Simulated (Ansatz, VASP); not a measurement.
**AgCl: VASP beside Ansatz**

INCAR

```
SYSTEM = AgCl
PREC = Accurate
ENCUT = 500
EDIFF = 1E-6
ISMEAR = 0
SIGMA = 0.1
LREAL = .FALSE.
LASPH = .TRUE.
NELM = 120
ALGO = Normal
ISIF = 2
LWAVE = .FALSE.
LCHARG = .FALSE.
GGA = PE
IVDW = 12
NBANDS = 16
GGA_COMPAT = .FALSE.
```

Contents of KPOINTS:

```
Automatic mesh
0
G
  8 8 8
  0 0 0
```

The input POSCAR:

```
AgCl
1.0
    3.4339730000      0.0000000000      0.0000000000
    0.0000000000      3.4339730000      0.0000000000
    0.0000000000      0.0000000000      3.4339730000
Ag Cl
1 1
Direct
    0.0000000000      0.0000000000      0.0000000000
    0.5000000000      0.5000000000      0.5000000000
```

Input for Ansatz:

```yaml
crystal:
  lattice:
    - [3.433973, 0.0, 0.0]
    - [0.0, 3.433973, 0.0]
    - [0.0, 0.0, 3.433973]
  atoms:
    - { symbol: Ag, position: [0.0, 0.0, 0.0] }
    - { symbol: Cl, position: [0.5, 0.5, 0.5] }
basis:
  ecutwfc: "44 Ry"
kpoints:
  mp_grid: { grid: [8, 8, 8] }
hamiltonian:
  xc: pbe
  dispersion: d3bj
scf:
  occupations: { method: gaussian, width: 0.1 }
  eigensolver: { kind: davidson, full_accuracy: true }
  max_iter: 91
output:
  forces: true
  stress: true
  eigenvalues: true
```

Alike in both runs: task single point; functional PBE; dispersion D3(BJ); k mesh 8 × 8 × 8; occupations gaussian, width 0.1 eV; no spin polarisation.

|  | VASP | Ansatz |
| --- | --- | --- |
| version | VASP 6.6.1 | Ansatz 0.2.0 |
| potentials or method | VASP PAW PBE potentials, release 64 (Ag, Cl), cutoff 500 eV | scalar-relativistic, plane waves, PAW |
| valence electrons in the cell | 18 | 26 |

```csv
,VASP,Ansatz,Ansatz less VASP
gap on the k mesh at the Fermi level (eV),0.57,0.57,+0.001
least direct gap on the mesh (eV),2.08,2.08,0.000
pressure (GPa),-2.9,-2.8,+0.13
```

VASP's potentials hold 18 valence electrons a cell and Ansatz's 26, so a difference there can come from the potentials and not from the codes.
